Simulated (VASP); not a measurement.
A run of VASP 6.6.1:

Contents of INCAR:

```
ALGO = Normal ; EDIFF = 1E-6
ENCUT = 520 ; GGA = PE
ISIF = 2 ; ISMEAR = 0
LASPH = T ; LCHARG = F
LREAL = F ; LWAVE = F
NBANDS = 16 ; NELM = 60
PREC = Accurate ; SIGMA = 0.05
```

KPOINTS

```
k-points
0
Gamma
  6 6 6
```

Contents of POSCAR:

```
MgO
1.0
    3.5909691986      0.0000000000      0.0000000000
   -1.7954845993      3.1098705502      0.0000000000
    0.0000000000      0.0000000000      4.1780412200
Mg O
2 2
Direct
    0.6666666667      0.3333333333      0.7500000000
    0.3333333333      0.6666666667      0.2500000000
    0.6666666667      0.3333333333      0.2500000000
    0.3333333333      0.6666666667      0.7500000000
```

Potentials or basis: VASP PAW PBE potentials, release 64 (Mg, O).

The run is started by

```sh
$ cat potpaw_PBE.64/Mg/POTCAR potpaw_PBE.64/O/POTCAR > POTCAR
$ mpirun -np 1 vasp_std > vasp.out
```

Hardware: 1 thread of Intel(R) Xeon(R) 6975P-C (Granite Rapids) (shared host).

**Question.** How long does it take, and how much memory?

**Answer.** Run time: 8.9 s on 1 thread of Intel(R) Xeon(R) 6975P-C (Granite Rapids) (shared host), peak memory 0.16 GiB. Counts: scf iterations 14, k points 28.
